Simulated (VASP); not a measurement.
Al2O3: relaxation of cell and atoms with LDA

Al2O3:

```
Al O
1.0
     2.38025    1.37424    4.33187
    -2.38025    1.37424    4.33187
     0.00000   -2.74848    4.33187
Al O
4 6
Direct
  0.35216 0.35216 0.35216
  0.14784 0.14784 0.14784
  0.64784 0.64784 0.64784
  0.85216 0.85216 0.85216
  0.55668 0.94332 0.25000
  0.25000 0.55668 0.94332
  0.94332 0.25000 0.55668
  0.44332 0.05668 0.75000
  0.75000 0.44332 0.05668
  0.05668 0.75000 0.44332
```

```
Program                : VASP 6.6.1
Task                   : relaxation of cell and atoms
Functional             : LDA
Potentials or basis    : VASP PAW LDA potentials, release 64 (Al, O)
Cutoff                 : 600 eV
k mesh                 : 6 × 6 × 6
Occupations            : gaussian, width 0.1 eV
Spin                   : no spin polarisation
Target pressure        : 20 GPa
Dipole correction      : no
Further INCAR settings : ALGO = Normal; EDIFF = 1e-07; IBRION = 2; EDIFFG = -0.003; NSW = 80; ISIF = 3
```

- Relaxed volume: 7.79 Å³/atom
- Relaxed cell: a = 4.976 Å, b = 4.976 Å, c = 4.976 Å, α = 55.47°, β = 55.47°, γ = 55.47°
- Space group after relaxing (to 0.05 Å): R-3c (No. 167)
- Energy change on relaxing (the enthalpy is what falls): +29.3 meV/atom
- Ionic steps: 11
- Pressure after relaxing: 20.0 GPa
- Band gap on the k mesh: 7.26 eV, direct

Step by step:
| step | energy change (eV) | largest force (eV/Å) | pressure (GPa) | volume (Å³) |
| --- | --- | --- | --- | --- |
| 1 | 0.0000 | 0.1259 | -4.89 | 85.02 |
| 2 | 2.4057 | 0.3452 | 66.67 | 69.78 |
| 3 | 0.2697 | 0.0826 | 19.22 | 78.14 |
| 4 | 0.2892 | 0.0827 | 19.91 | 77.98 |
| 5 | 0.3065 | 0.0829 | 20.51 | 77.85 |
| 6 | 0.3085 | 0.0340 | 20.53 | 77.82 |
| 7 | 0.3077 | 0.0157 | 20.53 | 77.82 |
| 8 | 0.2766 | 0.0100 | 19.43 | 78.07 |
| 9 | 0.2920 | 0.0044 | 19.98 | 77.95 |
| 10 | 0.2923 | 0.0045 | 19.99 | 77.95 |
| 11 | 0.2928 | 0.0012 | 20.01 | 77.94 |

Final structure:
```xyz
10
Lattice="2.3156 1.3369 4.1961 -2.3156 1.3369 4.1961 0.0000 -2.6738 4.1961" Properties=species:S:1:pos:R:3 pbc="T T T"
Al    0.0000    0.0000    4.4294
Al    0.0000    0.0000    1.8647
Al    0.0000    0.0000    8.1588
Al    0.0000    0.0000   10.7235
O    -0.8962    1.3369    7.3431
O    -0.7097   -1.4446    7.3431
O     1.6059    0.1077    7.3431
O     0.8962   -1.3369    5.2451
O     0.7097    1.4446    5.2451
O    -1.6059   -0.1077    5.2451
```

Levels at points of the mesh, in eV from the valence-band top:
| k point | band 20 | band 21 | band 22 | band 23 | band 24 | band 25 | band 26 | band 27 | band 28 | band 29 |
| --- | --- | --- | --- | --- | --- | --- | --- | --- | --- | --- |
| (0.00, 0.00, 0.00) | -0.64 | -0.64 | -0.10 | -0.10 | 0.00 | 7.26 | 9.56 | 11.64 | 12.10 | 12.13 |
| (0.50, 0.00, 0.00) | -1.47 | -1.08 | -1.08 | -0.36 | -0.36 | 9.98 | 9.98 | 10.59 | 10.59 | 11.97 |
| (0.50, 0.50, 0.00) | -1.46 | -1.21 | -1.07 | -0.89 | -0.33 | 9.67 | 10.56 | 10.59 | 11.18 | 11.73 |
| (0.50, 0.50, 0.50) | -2.30 | -0.49 | -0.49 | -0.49 | -0.49 | 9.41 | 9.41 | 11.56 | 11.56 | 13.22 |

It took 10 min on 1 thread of Intel Xeon 6975P-C (shared host), peak memory 0.25 GiB.

Caveat: the cell is relaxed towards a set pressure, so the enthalpy falls and the energy may rise. Zero-point motion and thermal expansion aren't in these numbers.
